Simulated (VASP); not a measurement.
The system is CdSe.

```
Cd Se
1.0
     0.00000    3.07027    3.07027
     3.07027    0.00000    3.07027
     3.07027    3.07027    0.00000
Cd Se
1 1
Cartesian
  0.0000 0.0000 0.0000
  1.5351 1.5351 1.5351
```

| Quantity | Value |
| --- | --- |
| Program | VASP 6.6.1 |
| Task | relaxation of cell and atoms |
| Functional | PBEsol |
| Potentials or basis | VASP PAW PBE potentials, release 64 (Cd, Se) |
| Cutoff | 600 eV |
| k mesh | 10 × 10 × 10 |
| Occupations | gaussian, width 0.02 eV |
| Spin | no spin polarisation |

At the start: pressure -1.1 GPa; volume 28.94 Å³/atom.

Q: How do energy, volume and symmetry change on relaxing?

A: Over 3 steps the energy falls by 2.5 meV/atom and the volume is 28.27 Å³/atom (-2.3 %); space group F-43m (No. 216, to 0.05 Å).

Step by step:
```
step  energy change (eV)  largest force (eV/Å)  pressure (GPa)  volume (Å³)
   1              0.0000                0.0000           -1.15        57.88
   2             -0.0045                0.0000            0.33        56.16
   3             -0.0049                0.0000            0.02        56.53
```

Final structure:
```
Cd Se
1.0
     0.00000    3.04621    3.04621
     3.04621    0.00000    3.04621
     3.04621    3.04621    0.00000
Cd Se
1 1
Direct
  0.00000 0.00000 0.00000
  0.25000 0.25000 0.25000
```

Caveat: the PAW data sets were made with another functional, which shifts forces and pressure a little.
